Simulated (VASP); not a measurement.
RhN (CsCl type), 2 atoms in the cell. Symmetry: Pm-3m, No. 221, cubic system. The conventional cell has a = 2.582 Å, b = 2.582 Å, c = 2.582 Å, α = 90.00°, β = 90.00°, γ = 90.00°. Rh (site symmetry m-3m) has 8 N at 2.24 Å and 6 Rh at 2.58 Å within 3.0 Å. Within 3.0 Å of N (site symmetry m-3m) lie 8 Rh at 2.24 Å and 6 N at 2.58 Å.  This cell differs from its parent crystal: volume scaled by 0.92.

* Program: VASP 6.6.1
* Task: single point
* Functional: LDA
* Potentials or basis: VASP PAW LDA potentials, release 64 (Rh_pv, N)
* Cutoff: 520 eV
* k mesh: 15 × 15 × 15
* Occupations: fermi-dirac, width 0.1 eV
* Spin: no spin polarisation
* Dipole correction: no
* Further INCAR settings: ALGO = Normal; EDIFF = 1e-07; NBANDS = 17

Potentials or basis: VASP PAW LDA potentials, release 64 (Rh_pv, N).

The run is started by

```console
$ cat potpaw_LDA.64/Rh_pv/POTCAR potpaw_LDA.64/N/POTCAR > POTCAR
$ mpirun -np 1 vasp_std > vasp.out
```

Hardware: 1 thread of Intel(R) Xeon(R) Platinum 8375C CPU @ 2.90GHz (Ice Lake), with other jobs on the host.

Q: Estimate the wall time of this run.

A: It took 16 s on 1 thread of Intel(R) Xeon(R) Platinum 8375C CPU @ 2.90GHz (Ice Lake), with other jobs on the host, peak memory 0.14 GiB. Counts: scf iterations 13, k points 120.
